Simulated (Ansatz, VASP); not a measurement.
# CO2 in VASP and in Ansatz

```xyz
18
Lattice="7.3434 0.0000 0.0000 0.0000 7.3434 0.0000 0.0000 0.0000 7.3434" Properties=species:S:1:pos:R:3 pbc="T T T"
C     2.4574    2.8231    3.0406
C     4.6865    1.5449    6.4427
C     0.5694    7.1798    6.6464
C     1.8157    3.5392    6.7528
C     6.2797    3.8808    1.7046
C     0.4381    6.6883    2.9445
O     1.7943    2.2393    2.2743
O     3.1176    3.4064    3.8049
O     4.2564    1.8465    7.4904
O     5.1053    1.2469    5.3957
O     1.3084    6.8548    5.8023
O    -0.1719    7.4957    7.4948
O     2.3454    4.4014    7.3359
O     1.2831    2.6803    6.1634
O     6.1743    3.5803    2.8263
O     6.3885    4.1930    0.5818
O     1.2784    5.9474    2.5996
O    -0.4095    7.4146    3.2867
```

Alike in both runs: functional PBE; dispersion D3(BJ); k mesh 1 × 1 × 1; occupations fermi-dirac, width 0.05 eV; no spin polarisation.

Ansatz relaxed the structure, and its values are those at the end. VASP's run is a single point on that final structure, the one shown.

|  | VASP | Ansatz |
| --- | --- | --- |
| version | VASP 6.6.1 | Ansatz 0.2.0 |
| potentials or method | VASP PAW PBE potentials, release 64 (C, O), cutoff 520 eV | scalar-relativistic, plane waves, PAW |
| valence electrons in the cell | 96 | 96 |

|  | VASP | Ansatz | Ansatz less VASP |
| --- | --- | --- | --- |
| gap on the k mesh at the Fermi level (eV) | 6.51 | 6.52 | +0.014 |
| rms of the force components (eV/Å) | 0.347 | 0.061 | -0.2868 |

One of these differences is far larger than is usual between the two programs; its cause wasn't traced. Ansatz's warnings: xc potential rough in thin density.

Noted on VASP's run: the standard files for N, O and F lose accuracy on very short bonds.
